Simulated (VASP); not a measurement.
Input of a VASP 6.6.1 run:

The input INCAR:

```
  PREC = Accurate
  ENCUT = 520
  EDIFF = 1E-7
  ISMEAR = -1
  SIGMA = 0.08
  LREAL = False
  LASPH = True
  NELM = 80
  ALGO = Normal
  ISIF = 2
  LWAVE = False
  LCHARG = False
  GGA = PE
  NBANDS = 10
```

Contents of KPOINTS:

```
Automatic mesh
0
Gamma
  17 17 17
```

File POSCAR:

```
Os
1.0
    2.3343228866      0.0000000000      0.0000000000
    0.0000000000      2.3343228866      0.0000000000
    0.0000000000      0.0000000000      2.3343228866
Os
1
Direct
    0.0000000000      0.0000000000      0.0000000000
```

Potentials or basis: VASP PAW PBE potentials, release 64 (Os).

The run is started by

```bash
$ cat potpaw_PBE.64/Os/POTCAR > POTCAR
$ mpirun -np 1 vasp_std > vasp.out
```

Task: What does it give for the pressure?

Result: 139.9 GPa.

Task: Predict the band gap on the k mesh.

Result: Zero (band 4 reaches 18.43 eV, above the bottom of band 5 at 9.67 eV).

Caveat: spin-orbit coupling is left out, which moves the levels of the heavy elements.
